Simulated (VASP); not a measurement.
Input of a VASP 6.6.1 run:

INCAR

```
PREC = Accurate ; ENCUT = 600
EDIFF = 1E-6 ; ISMEAR = -1
SIGMA = 0.02 ; LREAL = False
LASPH = True ; NELM = 120
ALGO = Normal ; ISIF = 2
LWAVE = False ; LCHARG = True
GGA = PS ; LELF = True
LVHAR = True ; NBANDS = 16
GGA_COMPAT = False
```

KPOINTS

```
regular mesh
0
Gamma
  6 6 4
```

The input POSCAR:

```
Mg3Sb2
1.0
    4.5548116161      0.0000000000      0.0000000000
   -2.2774058080      3.9445825690      0.0000000000
    0.0000000000      0.0000000000      7.1731037047
Mg Sb
3 2
Direct
    0.3333333333      0.6666666667      0.6327654501
    0.6666666667      0.3333333333      0.3672345499
    0.0000000000      0.0000000000      0.0000000000
    0.3333333333      0.6666666667      0.2241433546
    0.6666666667      0.3333333333      0.7758566454
```

Potentials or basis: VASP PAW PBE potentials, release 64 (Mg, Sb).

Launch:

```bash
$ cat potpaw_PBE.64/Mg/POTCAR potpaw_PBE.64/Sb/POTCAR > POTCAR
$ mpirun -np 1 vasp_std > vasp.out
```

(1) Predict the largest force.

(2) Estimate the pressure.

Answers

(1) 0.019 eV/Å.

(2) 0.1 GPa.

Caveat: the PAW data sets were made with another functional, which shifts forces and pressure a little.
